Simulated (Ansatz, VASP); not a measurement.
**InSb: VASP beside Ansatz**

```
In Sb
1.0
     3.07666    0.00000    0.00000
     0.00000    3.07666    0.00000
     0.00000    0.00000    6.21547
In Sb
1 1
Direct
  0.00000 0.00000 0.00000
  0.00000 0.00000 0.50000
```

Alike in both runs: task single point; functional PBEsol; k mesh 18 × 18 × 10; occupations gaussian, width 0.15 eV; no spin polarisation.

```csv
,VASP,Ansatz
version,VASP 6.6.1,Ansatz 0.2.0
potentials or method,"VASP PAW PBE potentials, release 64 (In_d, Sb), cutoff 520 eV","scalar-relativistic, plane waves, PAW"
valence electrons in the cell,18,28
```

|  | VASP | Ansatz | Ansatz less VASP |
| --- | --- | --- | --- |
| gap on the k mesh at the Fermi level (eV) | none | none | - |
| pressure (GPa) | -2.1 | -2.1 | -0.02 |
| traceless stress, the component that is largest in VASP (GPa) | -0.38 | -0.36 | +0.015 |

VASP's potentials were made for PBE, not for PBEsol. A gap of «none» marks a metal or a gap that the smearing closes. VASP's potentials hold 18 valence electrons a cell and Ansatz's 28, so a difference there can come from the potentials and not from the codes.

Spin-orbit coupling is off throughout.
